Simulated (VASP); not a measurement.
The system is CO2.

```
CELL_PARAMETERS angstrom
2.79557 -2.51334 0.00000
2.79557 2.51334 0.00000
0.00000 0.00000 6.74304
ATOMIC_POSITIONS crystal
C 0.00000 0.00000 0.00000
C 0.50000 0.50000 0.50000
O 0.81328 0.18672 0.89662
O 0.18672 0.81328 0.10338
O 0.68672 0.31328 0.39662
O 0.31328 0.68672 0.60338
```

| Property | Result |
| --- | --- |
| Program | VASP 6.6.1 |
| Task | relaxation of cell and atoms |
| Functional | PBE |
| Dispersion | D3(BJ) |
| Potentials or basis | VASP PAW PBE potentials, release 64 (C, O) |
| Cutoff | 600 eV |
| k mesh | 6 × 6 × 4 |
| Occupations | gaussian, width 0.02 eV |
| Spin | no spin polarisation |

At the start: pressure 1.2 GPa; volume 15.79 Å³/atom.

**Question.** Where does the relaxation end?

**Answer.** Over 12 steps the energy falls by 2.4 meV/atom and the volume is 14.86 Å³/atom (-5.9 %); space group Cmce (No. 64, to 0.1 Å) before and after.

Step by step:
| step | energy change (eV) | largest force (eV/Å) | pressure (GPa) | volume (Å³) |
| --- | --- | --- | --- | --- |
| 1 | 0.0000 | 0.6063 | 1.18 | 94.76 |
| 2 | 0.2387 | 3.2406 | -9.01 | 96.36 |
| 3 | -0.0064 | 0.0016 | -0.39 | 94.97 |
| 4 | -0.0064 | 0.0250 | -0.32 | 94.96 |
| 5 | -0.0064 | 0.0357 | -0.30 | 94.96 |
| 6 | -0.0072 | 0.0357 | -0.28 | 94.62 |
| 7 | -0.0094 | 0.0362 | -0.23 | 93.60 |
| 8 | -0.0127 | 0.0411 | -0.09 | 91.58 |
| 9 | -0.0136 | 0.0672 | 0.32 | 87.63 |
| 10 | -0.0143 | 0.0603 | 0.16 | 89.16 |
| 11 | -0.0018 | 0.7892 | -2.17 | 88.86 |
| 12 | -0.0144 | 0.0032 | 0.00 | 89.14 |

Final structure:
```
CELL_PARAMETERS angstrom
2.73586 -2.47445 0.00000
2.73586 2.47445 0.00000
0.00000 0.00000 6.58401
ATOMIC_POSITIONS crystal
C 0.00000 0.00000 0.00000
C 0.50000 0.50000 0.50000
O 0.80889 0.19111 0.89426
O 0.19111 0.80889 0.10574
O 0.69111 0.30889 0.39426
O 0.30889 0.69111 0.60574
```
